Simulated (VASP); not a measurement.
# Cs (Pm-3m) in VASP: further runs

Cs is run at these levels: r2SCAN; tasks: single point.

Program: VASP 6.6.1. These are calculated values, not measurements. Logs are shortened: lines on timing, memory, paths and dates and some standing lists are left out, and cuts for length are marked.

**1. The cell of the first run**

Symmetry: Pm-3m, No. 221, cubic system. Conventional cell: a = 4.816 Å, b = 4.816 Å, c = 4.816 Å, α = 90.00°, β = 90.00°, γ = 90.00°.

This isn't the form of Cs at room conditions, which is bcc.

**2. Single point, r2SCAN (111.70 Å³/atom)**

The input, POSCAR:

```
Cs
1.0
    4.8159070657      0.0000000000      0.0000000000
    0.0000000000      4.8159070657      0.0000000000
    0.0000000000      0.0000000000      4.8159070657
Cs
1
Direct
    0.0000000000      0.0000000000      0.0000000000
```

The input, INCAR.step1:

```
SYSTEM = Cs
  PREC = Accurate
  ENCUT = 520
  ISMEAR = -1
  SIGMA = 0.1
  LREAL = .False.
  LASPH = .True.
  NELM = 60
  NBANDS = 10
  GGA = PE
  ALGO = Normal
  EDIFF = 1E-4
  LWAVE = .True.
  LCHARG = .False.
```

The input, INCAR.step2:

```
SYSTEM = Cs
  PREC = Accurate
  ENCUT = 520
  EDIFF = 1E-7
  ISMEAR = -1
  SIGMA = 0.1
  LREAL = .False.
  LASPH = .True.
  NELM = 60
  ALGO = Normal
  ISIF = 2
  LWAVE = .False.
  LCHARG = .False.
  METAGGA = R2SCAN
  LMIXTAU = .True.
  NBANDS = 10
  ISTART = 1
```

The input, KPOINTS:

```
regular mesh
0
Gamma
  7 7 7
  0 0 0
```

Potentials or basis: VASP PAW PBE potentials, release 64 (Cs_sv).

Started as:

```
$ cat potpaw_PBE.64/Cs_sv/POTCAR > POTCAR
$ cp INCAR.step1 INCAR
$ mpirun -np 1 vasp_std > vasp.out
$ cp INCAR.step2 INCAR
$ mpirun -np 1 vasp_std > vasp.out
```

OUTCAR:

```text
SYSTEM = Cs
   PREC = Accurate
   ENCUT = 520
   EDIFF = 1E-7
   ISMEAR = -1
   LREAL = .False.
   LASPH = .True.
   NELM = 60
   ISIF = 2
   METAGGA = R2SCAN
   ISTART = 1

 ion  position               nearest neighbor table
   1  0.000  0.000  0.000-

  LATTYP: Found a simple cubic cell.
 ALAT       =     4.8159070657

  Lattice vectors:

 A1 = (   4.8159070657,   0.0000000000,   0.0000000000)
 A2 = (   0.0000000000,   4.8159070657,   0.0000000000)
 A3 = (   0.0000000000,   0.0000000000,   4.8159070657)

Analysis of symmetry for initial positions (statically):
=====================================================================
 Subroutine PRICEL returns:
 Original cell was already a primitive cell.

 Routine SETGRP: Setting up the symmetry group for a
 simple cubic supercell.

 Subroutine GETGRP returns: Found 48 space group operations
 (whereof 48 operations were pure point group operations)
 out of a pool of 48 trial point group operations.

The static configuration has the point symmetry O_h .

Analysis of symmetry for dynamics (positions and initial velocities):
=====================================================================
 Subroutine PRICEL returns:
 Original cell was already a primitive cell.

 Routine SETGRP: Setting up the symmetry group for a
 simple cubic supercell.

 Subroutine GETGRP returns: Found 48 space group operations
 (whereof 48 operations were pure point group operations)
 out of a pool of 48 trial point group operations.

The dynamic configuration has the point symmetry O_h .

 Subroutine INISYM returns: Found 48 space group operations
 (whereof 48 operations are pure point group operations),
 and found     1 'primitive' translations

----------------------------------------------------------------------------------------

                                     Primitive cell

  volume of cell :     111.6951

  direct lattice vectors                    reciprocal lattice vectors
     4.815907066  0.000000000  0.000000000     0.207645203  0.000000000  0.000000000
     0.000000000  4.815907066  0.000000000     0.000000000  0.207645203  0.000000000
     0.000000000  0.000000000  4.815907066     0.000000000  0.000000000  0.207645203

  length of vectors
     4.815907066  4.815907066  4.815907066     0.207645203  0.207645203  0.207645203

  position of ions in fractional coordinates (direct lattice)
     0.000000000  0.000000000  0.000000000

  ion indices of the primitive-cell ions
   primitive index   ion index
                 1           1

----------------------------------------------------------------------------------------

 KPOINTS: regular mesh

Automatic generation of k-mesh.
 Grid dimensions read from file:
 generate k-points for:    7    7    7

 Generating k-lattice:

  Cartesian coordinates                     Fractional coordinates (reciprocal lattice)
     0.029663600  0.000000000  0.000000000     0.142857143  0.000000000  0.000000000
     0.000000000  0.029663600  0.000000000     0.000000000  0.142857143  0.000000000
     0.000000000  0.000000000  0.029663600     0.000000000  0.000000000  0.142857143

  Length of vectors
     0.029663600  0.029663600  0.029663600

  Shift w.r.t. Gamma in fractional coordinates (k-lattice)
     0.000000000  0.000000000  0.000000000

 Subroutine IBZKPT returns following result:
 ===========================================

 Found     20 irreducible k-points:

 Following reciprocal coordinates:
            Coordinates               Weight
  0.000000  0.000000  0.000000      1.000000
  0.142857  0.000000  0.000000      6.000000
  0.285714  0.000000  0.000000      6.000000
  0.428571  0.000000  0.000000      6.000000
  0.142857  0.142857  0.000000     12.000000
  0.285714  0.142857  0.000000     24.000000
[... 12 lines left out ...]
  0.428571  0.428571  0.285714     24.000000
  0.428571  0.428571  0.428571      8.000000
   k-points           NKPTS =     20   k-points in BZ     NKDIM =     20   number of bands    NBANDS=     10
   number of dos      NEDOS =    301   number of ions     NIONS =      1
   total plane-waves  NPLWV =  46656
   dimension x,y,z NGX =    36 NGY =   36 NGZ =   36
   dimension x,y,z NGXF=    72 NGYF=   72 NGZF=   72
   ions per type =               1
   NGX,Y,Z   is equivalent  to a cutoff of  12.43, 12.43, 12.43 a.u.
   NGXF,Y,Z  is equivalent  to a cutoff of  24.85, 24.85, 24.85 a.u.
 SYSTEM =  Cs
   PREC   = accura    normal or accurate (medium, high low for compatibility)
   ISTART =      1    job   : 0-new  1-cont  2-samecut
   ICHARG =      0    charge: 1-file 2-atom 10-const
   ISPIN  =      1    spin polarized calculation?
   LNONCOLLINEAR =      F non collinear calculations
   LSORBIT =      F    spin-orbit coupling
   LASPH  =      T    aspherical Exc in radial PAW
   ENCUT  =  520.0 eV  38.22 Ry    6.18 a.u.   8.95  8.95  8.95*2*pi/ulx,y,z
   NELM   =     60;   NELMIN=  2; NELMDL=  0     # of ELM steps
   EDIFF  = 0.1E-06   stopping-criterion for ELM
   LREAL  =      F    real-space projection
   EDIFFG = 0.1E-05   stopping-criterion for IOM
   NSW    =      0    number of steps for IOM
   IBRION =     -1    ionic relax: 0-MD 1-quasi-New 2-CG
   NFREE  =      0    steps in history (QN), initial steepest desc. (CG)
   ISIF   =      2    stress and relaxation
   ISYM   =      2    0-nonsym 1-usesym 2-fastsym
   POTIM  = 0.5000    time-step for ionic-motion
   TEBEG  =    0.0;   TEEND  =   0.0 temperature during run
   PSTRESS=    0.0 pullay stress
   NELECT =       9.0000    total number of electrons
   NUPDOWN=      -1.0000    fix difference up-down
   EMIN   =  10.00;   EMAX   =-10.00  energy-range for DOS
   EFERMI =   0.00;   METHOD = LEGACY
   ISMEAR =    -1;   SIGMA  =   0.10  broadening in eV -4-tet -1-fermi 0-gaus
   EFERMI_NEDOS =   21; number of points for ismear=-14 and -15
   IALGO  =     38    algorithm
   IMIX   =      4    mixing-type and parameters
     AMIX     =   0.40;   BMIX     =  1.00
     AMIX_MAG =   1.60;   BMIX_MAG =  1.00
  volume/ion in A,a.u.               =     111.70       753.76
  Fermi-wavevector in a.u.,A,eV,Ry     =   0.707095  1.336215  6.802680  0.499983
  Thomas-Fermi vector in A             =   1.793051
   LORBIT       =      0    0 simple, 1 ext, 2 COOP (PROOUT), +10 PAW based schemes
   METAGGA = R2SCAN    functional components
   LHFCALC =     F    Hartree Fock is set to
   AEXX    =    0.0000 exact exchange contribution
   IVDW    =     0    specifies the selected vdW correction
   LEPSILON=     F    determine dielectric tensor
   LRPA    =     F    only Hartree local field effects (RPA)
 non-spin polarized calculation
  energy-cutoff  :      520.00
  volume of cell :      111.70
 maximum number of plane-waves:      3031
 NGX is ok and might be reduce to    36
   NGX = 17   NGY = 17   NGZ = 17

 number of electron       9.0000002 magnetization

 Free energy of the ion-electron system (eV)
  ---------------------------------------------------
  ext. energy  EPLUGINS =         0.00000000
  ---------------------------------------------------
  free energy    TOTEN  =       -24.93420263 eV

  energy without entropy =      -24.88675153  energy(sigma->0) =      -24.91047708

 E-fermi :   0.6365     XC(G=0):  -5.6990

 val. band max:        0.6193959655   @ k =   0.4286   0.1429   0.1429
 cond. band min:       0.6791445093   @ k =   0.2857   0.2857   0.2857
 fundamental gap:      0.0597485438
 Fermi energy:         0.6364684215

 k-point     1 :       0.0000    0.0000    0.0000
  band No.  band energies     occupation
      1     -24.3510      2.00000
      2     -10.6809      2.00000
      3     -10.6809      2.00000
      4     -10.6809      2.00000
      5      -1.1326      2.00000
      6       2.1398      0.00000
      7       2.1398      0.00000
      8       5.4948      0.00000
      9       5.4948      0.00000
     10       5.4948      0.00000

 k-point     2 :       0.1429    0.0000    0.0000
  band No.  band energies     occupation
      1     -24.3489      2.00000
      2     -10.7262      2.00000
      3     -10.6770      2.00000
      4     -10.6770      2.00000
      5      -0.9414      2.00000
      6       2.1964      0.00000
      7       2.2195      0.00000
      8       4.9277      0.00000
      9       4.9277      0.00000
     10       5.5268      0.00000

 k-point     3 :       0.2857    0.0000    0.0000
  band No.  band energies     occupation
      1     -24.3440      2.00000
      2     -10.8252      2.00000
      3     -10.6682      2.00000
      4     -10.6682      2.00000
      5      -0.4159      1.99995
      6       2.0143      0.00000
      7       2.4233      0.00000
      8       4.2819      0.00000
      9       4.2819      0.00000
     10       5.3089      0.00000

 k-point     4 :       0.4286    0.0000    0.0000
  band No.  band energies     occupation
      1     -24.3400      2.00000
      2     -10.9019      2.00000
      3     -10.6612      2.00000
      4     -10.6612      2.00000
      5       0.3286      1.91203
      6       1.2950      0.00276
      7       2.6220      0.00000
      8       3.9275      0.00000
      9       3.9275      0.00000
     10       5.6650      0.00000
[... 170 lines left out ...]
 k-point    18 :       0.4286    0.2857    0.2857
  band No.  band energies     occupation
      1     -24.3264      2.00000
      2     -10.8631      2.00000
      3     -10.7848      2.00000
      4     -10.7786      2.00000
      5       1.0655      0.02702
      6       2.0680      0.00000
      7       2.3203      0.00000
      8       3.7069      0.00000
      9       3.7685      0.00000
     10       4.5958      0.00000

 k-point    19 :       0.4286    0.4286    0.2857
  band No.  band energies     occupation
      1     -24.3227      2.00000
      2     -10.8532      2.00000
      3     -10.8519      2.00000
      4     -10.7727      2.00000
      5       1.2347      0.00503
      6       2.0774      0.00000
      7       2.1466      0.00000
      8       3.5763      0.00000
      9       4.6849      0.00000
     10       4.8077      0.00000

 k-point    20 :       0.4286    0.4286    0.4286
  band No.  band energies     occupation
      1     -24.3189      2.00000
      2     -10.8435      2.00000
      3     -10.8418      2.00000
      4     -10.8418      2.00000
      5       1.5586      0.00020
      6       1.8459      0.00001
      7       1.8459      0.00001
      8       4.1581      0.00000
      9       4.8283      0.00000
     10       4.9576      0.00000

------------------------ aborting loop because EDIFF is reached ----------------------------------------

  FORCE on cell =-STRESS in cart. coord.  units (eV):
  Direction    XX          YY          ZZ          XY          YZ          ZX
  --------------------------------------------------------------------------------------
  -------------------------------------------------------------------------------------
  Total        0.1663905      0.1663905      0.1663905     -0.0000000      0.0000000     -0.0000000
  in kB        2.3867378      2.3867378      2.3867378     -0.0000000      0.0000000     -0.0000000
  external PRESSURE =       2.3867378 kB  Pullay stress =       0.0000000 kB

 VOLUME and BASIS-vectors are now :
 -----------------------------------------------------------------------------
  energy-cutoff  :      520.00
  volume of cell :      111.70
      direct lattice vectors                 reciprocal lattice vectors
     4.815907066  0.000000000  0.000000000     0.207645203  0.000000000  0.000000000
     0.000000000  4.815907066  0.000000000     0.000000000  0.207645203  0.000000000
     0.000000000  0.000000000  4.815907066     0.000000000  0.000000000  0.207645203

 POSITION                                       TOTAL-FORCE (eV/Angst)
 -----------------------------------------------------------------------------------
      0.00000      0.00000      0.00000         0.000000      0.000000      0.000000
 -----------------------------------------------------------------------------------
    total drift:                                0.000000      0.000000     -0.000000

  FREE ENERGIE OF THE ION-ELECTRON SYSTEM (eV)
  ---------------------------------------------------
  free  energy   TOTEN  =       -24.9342026307 eV

  energy  without entropy=      -24.8867515313  energy(sigma->0) =      -24.91047708
```

It took 68 s on 1 thread of Intel Xeon Platinum 8488C (Sapphire Rapids), shared host; peak memory 0.21 GiB.

Results:

| Item | Value |
| --- | --- |
| Free energy | -24.9342 eV |
| Pressure | 0.2 GPa |
| Band gap on the k mesh | zero (an odd number of electrons rules out a gap without spin polarisation) |

Caveat: the PAW data sets were made with another functional, which shifts forces and pressure a little; spin-orbit coupling is left out, which moves the levels of the heavy elements.

**3. Single point, r2SCAN (121.85 Å³/atom)**

This run uses another cell than the first one, of 121.85 Å³/atom.

The input, POSCAR:

```
Cs
1.0
    4.9576319790      0.0000000000      0.0000000000
    0.0000000000      4.9576319790      0.0000000000
    0.0000000000      0.0000000000      4.9576319790
Cs
1
Direct
    0.0000000000      0.0000000000      0.0000000000
```

The input, INCAR.step1:

```
SYSTEM = Cs
ALGO     = Normal         ! electronic algorithm
EDIFF    = 1E-4           ! SCF threshold, eV
ENCUT    = 520            ! plane-wave cutoff, eV
GGA      = PE             ! functional
ISMEAR   = -1             ! smearing method
LASPH    = .True.         ! aspherical terms in the spheres
LCHARG   = .False.        ! write CHGCAR
LREAL    = .False.        ! projectors in reciprocal space
LWAVE    = .True.         ! write WAVECAR
NBANDS   = 10             ! bands
NELM     = 80             ! most SCF steps
PREC     = Accurate       ! precision mode
SIGMA    = 0.1            ! smearing width, eV
```

The input, INCAR.step2:

```
SYSTEM = Cs
ALGO     = Normal         ! electronic algorithm
EDIFF    = 1E-6           ! SCF threshold, eV
ENCUT    = 520            ! plane-wave cutoff, eV
ISIF     = 2              ! what is computed and relaxed
ISMEAR   = -1             ! smearing method
ISTART   = 1            
LASPH    = .True.         ! aspherical terms in the spheres
LCHARG   = .False.        ! write CHGCAR
LMIXTAU  = .True.       
LREAL    = .False.        ! projectors in reciprocal space
LWAVE    = .False.        ! write WAVECAR
METAGGA  = R2SCAN         ! meta-GGA
NBANDS   = 10             ! bands
NELM     = 80             ! most SCF steps
PREC     = Accurate       ! precision mode
SIGMA    = 0.1            ! smearing width, eV
```

The input, KPOINTS:

```
k-points
0
Gamma
  7 7 7
  0 0 0
```

Potentials or basis: VASP PAW PBE potentials, release 64 (Cs_sv).

Started as:

```
$ cat potpaw_PBE.64/Cs_sv/POTCAR > POTCAR
$ cp INCAR.step1 INCAR
$ mpirun -np 1 vasp_std > vasp.out
$ cp INCAR.step2 INCAR
$ mpirun -np 1 vasp_std > vasp.out
```

It took 2.1 min on 1 thread of Intel Xeon Platinum 8488C (Sapphire Rapids), shared host; peak memory 0.26 GiB.

Results (log left out):

```yaml
Free_energy: -24.9440 eV
Pressure: 0.1 GPa
Band_gap_on_the_k_mesh: zero (an odd number of electrons rules out a gap without spin polarisation)
```

Levels at points of the mesh, in eV from the Fermi level:
```
           k point  band 3  band 4  band 5  band 6  band 7  band 8
(0.00, 0.00, 0.00)  -11.37  -11.37   -1.70    1.54    1.54    4.65
```

Caveat: the PAW data sets were made with another functional, which shifts forces and pressure a little; spin-orbit coupling is left out, which moves the levels of the heavy elements.

The gap in the log of VASP goes by the Fermi energy; the results here count the filled bands.